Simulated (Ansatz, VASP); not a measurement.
**GaN in VASP and in Ansatz**

The input INCAR:

```
ALGO     = Normal         # electronic algorithm
EDIFF    = 1E-7           # SCF threshold, eV
ENCUT    = 520            # plane-wave cutoff, eV
GGA      = PE             # functional
ISIF     = 2              # what is computed and relaxed
ISMEAR   = 0              # smearing method
LASPH    = True           # aspherical terms in the spheres
LCHARG   = False          # write CHGCAR
LREAL    = False          # projectors in reciprocal space
LWAVE    = False          # write WAVECAR
NBANDS   = 16             # bands
NELM     = 100            # most SCF steps
PREC     = Accurate       # precision mode
SIGMA    = 0.05           # smearing width, eV
```

KPOINTS

```
k-points
0
Gamma
  10 10 10
```

The input POSCAR:

```
GaN
1.0
    0.0000000000      2.1971630923      2.2535006075
    2.1971630923      0.0000000000      2.2535006075
    2.1971630923      2.1971630923      0.0000000000
Ga N
1 1
Direct
    0.0000000000      0.0000000000      0.0000000000
    0.7500000000      0.7500000000      0.7500000000
```

Input for Ansatz:

```yaml
crystal:
  lattice:
    - [0.0, 2.1971630923, 2.2535006075]
    - [2.1971630923, 0.0, 2.2535006075]
    - [2.1971630923, 2.1971630923, 0.0]
  atoms:
    - { symbol: Ga, position: [0.0, 0.0, 0.0] }
    - { symbol: "N", position: [0.75, 0.75, 0.75] }
basis:
  ecutwfc: 420
kpoints:
  mp_grid: { grid: [10, 10, 10] }
hamiltonian:
  xc: pbe
scf:
  occupations: { method: gaussian, width: 0.05 }
output:
  forces: true
  stress: true
  eigenvalues: true
  write_density: true
  write_potential: true
  elf: true
  volumetric_format: npy
```

Change from the starting cell: strain -0.025 along x and y, +0.000 along z, atoms carried along.

Alike in both runs: task single point; functional PBE; k mesh 10 × 10 × 10; occupations gaussian, width 0.05 eV; no spin polarisation.

```csv
,VASP,Ansatz
version,VASP 6.6.1,Ansatz 0.2.0
potentials or method,"VASP PAW PBE potentials, release 64 (Ga_d, N), cutoff 520 eV","scalar-relativistic, plane waves, PAW"
valence electrons in the cell,18,18
```

Ansatz gave:

- gap on the k mesh at the Fermi level (eV): 2.00
- least direct gap on the mesh (eV): 2.00
- pressure (GPa): 15.9
- traceless stress, the component that is largest in VASP (GPa): -2.07

Task: Estimate VASP's values.

Result: gap on the k mesh at the Fermi level (eV): 2.01; least direct gap on the mesh (eV): 2.01; pressure (GPa): 15.9; traceless stress, the component that is largest in VASP (GPa): -2.08.

With one functional, cell and mesh, what is left measures potentials, basis and numerics.
